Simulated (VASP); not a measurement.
# Pt (P6_3/mmc) in VASP: notebook, part 2 of 2

VASP 6.6.1. The steps go on from the part before.

## Step 3: Single point, PBEsol

This run uses another cell than the first one, of 15.18 Å³/atom, 1.021 times its volume.

INCAR reads:

```
PREC = Accurate
ENCUT = 520
EDIFF = 1E-6
ISMEAR = 1
SIGMA = 0.1
LREAL = False
LASPH = True
NELM = 100
ALGO = Normal
ISIF = 2
LWAVE = False
LCHARG = False
GGA = PS
NBANDS = 17
```

KPOINTS reads:

```
regular mesh
0
Gamma
  12 12 6
```

POSCAR reads:

```
Pt
1.0
    2.7233551290      0.0000000000      0.0000000000
   -1.3616775645      2.3584948363      0.0000000000
    0.0000000000      0.0000000000      4.7273674930
Pt
2
Direct
    0.6666666667      0.3333333333      0.7500000000
    0.3333333333      0.6666666667      0.2500000000
```

Potentials or basis: VASP PAW PBE potentials, release 64 (Pt).

Launch:

```sh
cat potpaw_PBE.64/Pt/POTCAR > POTCAR
mpirun -np 1 vasp_std > vasp.out
```

OUTCAR:

```text
PREC = Accurate
   ENCUT = 520
   EDIFF = 1E-6
   ISMEAR = 1
   LREAL = False
   LASPH = True
   NELM = 100
   ISIF = 2
   GGA = PS

 ion  position               nearest neighbor table
   1  0.667  0.333  0.750-   2 2.84   2 2.84   2 2.84   2 2.84   2 2.84   2 2.84
   2  0.333  0.667  0.250-   1 2.84   1 2.84   1 2.84   1 2.84   1 2.84   1 2.84

  LATTYP: Found a hexagonal cell.
 ALAT       =     2.7233551290
 C/A-ratio  =     1.7358615638

  Lattice vectors:

 A1 = (   2.7233551290,   0.0000000000,   0.0000000000)
 A2 = (  -1.3616775645,   2.3584948363,   0.0000000000)
 A3 = (   0.0000000000,   0.0000000000,   4.7273674930)

Analysis of symmetry for initial positions (statically):
=====================================================================
 Subroutine PRICEL returns:
 Original cell was already a primitive cell.

 Routine SETGRP: Setting up the symmetry group for a
 hexagonal supercell.

 Subroutine GETGRP returns: Found 24 space group operations
 (whereof 12 operations were pure point group operations)
 out of a pool of 24 trial point group operations.

The static configuration has the point symmetry D_3d.
 The point group associated with its full space group is D_6h.

Analysis of symmetry for dynamics (positions and initial velocities):
=====================================================================
 Subroutine PRICEL returns:
 Original cell was already a primitive cell.

 Routine SETGRP: Setting up the symmetry group for a
 hexagonal supercell.

 Subroutine GETGRP returns: Found 24 space group operations
 (whereof 12 operations were pure point group operations)
 out of a pool of 24 trial point group operations.

The dynamic configuration has the point symmetry D_3d.
 The point group associated with its full space group is D_6h.
[... 106 lines left out ...]
   ISYM   =      2    0-nonsym 1-usesym 2-fastsym
   POTIM  = 0.5000    time-step for ionic-motion
   TEBEG  =    0.0;   TEEND  =   0.0 temperature during run
   PSTRESS=    0.0 pullay stress
   NELECT =      20.0000    total number of electrons
   NUPDOWN=      -1.0000    fix difference up-down
   EMIN   =  10.00;   EMAX   =-10.00  energy-range for DOS
   EFERMI =   0.00;   METHOD = LEGACY
   ISMEAR =     1;   SIGMA  =   0.10  broadening in eV -4-tet -1-fermi 0-gaus
   EFERMI_NEDOS =   21; number of points for ismear=-14 and -15
   IALGO  =     38    algorithm
   IMIX   =      4    mixing-type and parameters
     AMIX     =   0.40;   BMIX     =  1.00
     AMIX_MAG =   1.60;   BMIX_MAG =  1.00
  volume/ion in A,a.u.               =      15.18       102.45
  Fermi-wavevector in a.u.,A,eV,Ry     =   1.424400  2.691726 27.605070  2.028915
  Thomas-Fermi vector in A             =   2.544895
   LORBIT       =      0    0 simple, 1 ext, 2 COOP (PROOUT), +10 PAW based schemes
   GGA     = PS    functional components
   LHFCALC =     F    Hartree Fock is set to
   AEXX    =    0.0000 exact exchange contribution
   IVDW    =     0    specifies the selected vdW correction
   LEPSILON=     F    determine dielectric tensor
   LRPA    =     F    only Hartree local field effects (RPA)
 non-spin polarized calculation
 Methfessel and Paxton  Order N= 1 SIGMA  =   0.10
  energy-cutoff  :      520.00
  volume of cell :       30.36
 maximum number of plane-waves:       833
   NGX = 11   NGY = 11   NGZ = 17

 number of electron      20.0000001 magnetization

 Free energy of the ion-electron system (eV)
  ---------------------------------------------------
  ext. energy  EPLUGINS =         0.00000000
  ---------------------------------------------------
  free energy    TOTEN  =       -13.79120577 eV

  energy without entropy =      -13.79060209  energy(sigma->0) =      -13.79100454

 E-fermi :  10.9151     XC(G=0): -13.5837

 val. band max:       10.9139661324   @ k =   0.4167  -0.0000   0.0000
 cond. band min:      10.9295768976   @ k =   0.5000   0.0000   0.3333
 fundamental gap:      0.0156107651
 Fermi energy:        10.9151176177

 k-point     1 :       0.0000    0.0000    0.0000
  band No.  band energies     occupation
      1       0.7430      2.00000
      2       3.4450      2.00000
      3       6.7281      2.00000
      4       7.2839      2.00000
      5       7.2839      2.00000
      6       7.6762      2.00000
[... 457 lines left out ...]
      4       6.3509      2.00000
      5       7.4517      2.00000
      6       8.0412      2.00000
[... 9 lines left out ...]
     16      25.6158      0.00000
     17      26.8752      0.00000

 [... further k-points ...]
[... 5 lines left out ...]
  --------------------------------------------------------------------------------------
  -------------------------------------------------------------------------------------
  Total       -0.1653171     -0.1653171     -0.3030425      0.0000000     -0.0000000      0.0000000
  in kB       -8.7230769     -8.7230777    -15.9902625      0.0000000     -0.0000000      0.0000000
  external PRESSURE =     -11.1454724 kB  Pullay stress =       0.0000000 kB

 VOLUME and BASIS-vectors are now :
 -----------------------------------------------------------------------------
  energy-cutoff  :      520.00
  volume of cell :       30.36
      direct lattice vectors                 reciprocal lattice vectors
     2.723355129  0.000000000  0.000000000     0.367194124  0.211999616  0.000000000
    -1.361677565  2.358494836  0.000000000     0.000000000  0.423999232  0.000000000
     0.000000000  0.000000000  4.727367493     0.000000000  0.000000000  0.211534221

 POSITION                                       TOTAL-FORCE (eV/Angst)
 -----------------------------------------------------------------------------------
      1.36168      0.78616      3.54553         0.000000      0.000000      0.000000
     -0.00000      1.57233      1.18184        -0.000000     -0.000000      0.000000
 -----------------------------------------------------------------------------------
    total drift:                                0.000000     -0.000000      0.000000

  FREE ENERGIE OF THE ION-ELECTRON SYSTEM (eV)
  ---------------------------------------------------
  free  energy   TOTEN  =       -13.7912057657 eV

  energy  without entropy=      -13.7906020870  energy(sigma->0) =      -13.79100454
```

OSZICAR:

```text
N       E                     dE             d eps       ncg     rms          rms(c)
DAV:   1     0.101818315984E+03    0.10182E+03   -0.10589E+04  2584   0.114E+03
DAV:   2    -0.127736333146E+02   -0.11459E+03   -0.10902E+03  2819   0.248E+02
DAV:   3    -0.146941795314E+02   -0.19205E+01   -0.18852E+01  3199   0.317E+01
DAV:   4    -0.147042549728E+02   -0.10075E-01   -0.10073E-01  3026   0.236E+00
DAV:   5    -0.147043492385E+02   -0.94266E-04   -0.94265E-04  3206   0.241E-01    0.187E+01
DAV:   6    -0.138878737939E+02    0.81648E+00   -0.12327E+00  2680   0.991E+00    0.953E+00
DAV:   7    -0.138010084636E+02    0.86865E-01   -0.23843E-01  3069   0.432E+00    0.307E+00
DAV:   8    -0.137920620724E+02    0.89464E-02   -0.32605E-02  2737   0.152E+00    0.104E+00
DAV:   9    -0.137911932374E+02    0.86884E-03   -0.11722E-03  2891   0.297E-01    0.320E-02
DAV:  10    -0.137912037498E+02   -0.10512E-04   -0.13402E-05  3286   0.221E-02    0.771E-03
DAV:  11    -0.137912060134E+02   -0.22637E-05   -0.93462E-07  1868   0.791E-03    0.504E-03
DAV:  12    -0.137912057657E+02    0.24771E-06   -0.11304E-07  1360   0.287E-03
   1 F= -.13791206E+02 E0= -.13791005E+02  d E =-.603679E-03
```

stdout:

```text
POSCAR found type information on POSCAR Pt
 POSCAR found :  1 types and       2 ions
 scaLAPACK will be used
 -----------------------------------------------------------------------------
|                                                                             |
|                                                                             |
|     You enforced a specific xc type in the INCAR file but a different       |
|     I HOPE YOU KNOW WHAT YOU ARE DOING!                                     |
|                                                                             |
 -----------------------------------------------------------------------------

 LDA part: xc-table for (Slater+PW92), standard interpolation
 POSCAR, INCAR and KPOINTS ok, starting setup
 FFT: planning ... GRIDC
 FFT: planning ... GRID_SOFT
 FFT: planning ... GRID
 WAVECAR not read
 entering main loop
```

It took 15 s on 1 thread of Intel Xeon Platinum 8488C (Sapphire Rapids), shared host; peak memory 0.16 GiB.

What came out:

```
Free energy            : -13.7912 eV
Pressure               : -1.1 GPa
Band gap on the k mesh : zero (band 10 reaches 11.48 eV, above the bottom of band 11 at 10.11 eV)
```

Caveat: the PAW data sets were made with another functional, which shifts forces and pressure a little; spin-orbit coupling is left out, which moves the levels of the heavy elements.

## Step 4: Single point, PBEsol

This run uses another cell than the first one, of 15.50 Å³/atom, 1.043 times its volume.

INCAR reads:

```
SYSTEM = Pt
ALGO     = Normal         ! electronic algorithm
EDIFF    = 1E-6           ! SCF threshold, eV
ENCUT    = 520            ! plane-wave cutoff, eV
GGA      = PS             ! functional
ISIF     = 2              ! what is computed and relaxed
ISMEAR   = 1              ! smearing method
LASPH    = .TRUE.         ! aspherical terms in the spheres
LCHARG   = .FALSE.        ! write CHGCAR
LREAL    = .FALSE.        ! projectors in reciprocal space
LWAVE    = .FALSE.        ! write WAVECAR
NBANDS   = 17             ! bands
NELM     = 60             ! most SCF steps
PREC     = Accurate       ! precision mode
SIGMA    = 0.1            ! smearing width, eV
```

KPOINTS reads:

```
k-points
0
G
  12 12 6
  0 0 0
```

POSCAR reads:

```
Pt
1.0
    2.7421374820      0.0000000000      0.0000000000
   -1.3710687410      2.3747608320      0.0000000000
    0.0000000000      0.0000000000      4.7599710578
Pt
2
Direct
    0.6666666667      0.3333333333      0.7500000000
    0.3333333333      0.6666666667      0.2500000000
```

Launch:

```sh
cat potpaw_PBE.64/Pt/POTCAR > POTCAR
mpirun -np 1 vasp_std > vasp.out
```

It took 15 s on 1 thread of Intel Xeon Platinum 8488C (Sapphire Rapids), shared host; peak memory 0.16 GiB.

The run converged. Its results:

```yaml
Free_energy: -13.7763 eV
Pressure: -6.5 GPa
Band_gap_on_the_k_mesh: zero (band 10 reaches 11.07 eV, above the bottom of band 11 at 9.74 eV)
```

Levels at points of the mesh, in eV from the Fermi level:
```
           k point  band 6  band 7  band 8  band 9  band 10  band 11  band 12  band 13  band 14  band 15
(0.00, 0.00, 0.00)   -3.13   -3.13   -1.82   -1.82    -0.85    -0.19    -0.19     4.79    15.09    15.68
(0.50, 0.00, 0.00)   -3.01   -2.69    0.04    0.33     0.54     2.30     3.80     7.33     8.90     9.65
(0.00, 0.00, 0.50)   -3.50   -3.50   -3.50   -0.78    -0.78    -0.78    -0.78    12.02    12.02    15.54
(0.50, 0.00, 0.50)   -1.83   -0.89   -0.89    0.45     0.45     1.67     1.67     6.59     6.59    14.20
```

Caveat: the PAW data sets were made with another functional, which shifts forces and pressure a little; spin-orbit coupling is left out, which moves the levels of the heavy elements.

## Step 5: Single point, PBEsol

This run uses another cell than the first one, of 15.81 Å³/atom, 1.064 times its volume.

INCAR reads:

```
SYSTEM = Pt
PREC     = Accurate       ! precision mode
ENCUT    = 520            ! plane-wave cutoff, eV
EDIFF    = 1E-6           ! SCF threshold, eV
ISMEAR   = 1              ! smearing method
SIGMA    = 0.1            ! smearing width, eV
LREAL    = .False.        ! projectors in reciprocal space
LASPH    = .True.         ! aspherical terms in the spheres
NELM     = 60             ! most SCF steps
ALGO     = Normal         ! electronic algorithm
ISIF     = 2              ! what is computed and relaxed
LWAVE    = .False.        ! write WAVECAR
LCHARG   = .False.        ! write CHGCAR
GGA      = PS             ! functional
NBANDS   = 17             ! bands
```

KPOINTS reads:

```
Automatic mesh
0
Gamma
  12 12 6
  0 0 0
```

POSCAR reads:

```
Pt
1.0
    2.7606660000      0.0000000000      0.0000000000
   -1.3803330000      2.3908070000      0.0000000000
    0.0000000000      0.0000000000      4.7921340000
Pt
2
Direct
    0.6666666667      0.3333333333      0.7500000000
    0.3333333333      0.6666666667      0.2500000000
```

Launch:

```sh
cat potpaw_PBE.64/Pt/POTCAR > POTCAR
mpirun -np 1 vasp_std > vasp.out
```

Run time: 17 s. Hardware: 1 thread of Intel Xeon Platinum 8488C (Sapphire Rapids), shared host; peak memory 0.17 GiB.

The run converged. Its results:

```
Free energy            : -13.7415 eV
Pressure               : -11.3 GPa
Band gap on the k mesh : zero (band 10 reaches 10.67 eV, above the bottom of band 11 at 9.40 eV)
```

Stress tensor (GPa, compression positive):
```
-11.47   0.00   0.00
  0.00 -11.47   0.00
  0.00   0.00 -10.94
```

Levels at points of the mesh, in eV from the Fermi level:
| k point | band 7 | band 8 | band 9 | band 10 | band 11 | band 12 | band 13 | band 14 |
| --- | --- | --- | --- | --- | --- | --- | --- | --- |
| (0.00, 0.00, 0.00) | -3.03 | -1.76 | -1.76 | -0.76 | -0.19 | -0.19 | 4.66 | 15.12 |
| (0.50, 0.00, 0.00) | -2.59 | 0.04 | 0.31 | 0.51 | 2.26 | 3.72 | 7.23 | 8.80 |
| (0.00, 0.00, 0.50) | -3.39 | -3.39 | -0.76 | -0.76 | -0.76 | -0.76 | 11.88 | 11.88 |
| (0.50, 0.00, 0.50) | -0.84 | -0.84 | 0.43 | 0.43 | 1.68 | 1.68 | 6.43 | 6.43 |

Caveat: the PAW data sets were made with another functional, which shifts forces and pressure a little; spin-orbit coupling is left out, which moves the levels of the heavy elements.

## Step 6: The runs side by side

```tsv
cell	gap on the mesh (eV)	pressure (GPa)
a = 2.704, b = 2.704, c = 4.694 Å, angles 90.0, 90.0, 120.0°, 2 atoms	none	5.1
a = 2.723, b = 2.723, c = 4.727 Å, angles 90.0, 90.0, 120.0°, 2 atoms	none	-1.1
a = 2.742, b = 2.742, c = 4.760 Å, angles 90.0, 90.0, 120.0°, 2 atoms	none	-6.5
a = 2.761, b = 2.761, c = 4.792 Å, angles 90.0, 90.0, 120.0°, 2 atoms	none	-11.3
```

Alike in all rows: task single point; level PBEsol; potentials or basis VASP PAW PBE potentials, release 64 (Pt); no spin polarisation; k mesh 12 × 12 × 6; cutoff (eV) 520; smearing methfessel-paxton 0.1 eV.

Caveats: the PAW data sets were made with another functional, which shifts forces and pressure a little; spin-orbit coupling is left out, which moves the levels of the heavy elements.

Total energies depend on the potentials used, so only differences within one code and one set of settings carry meaning.
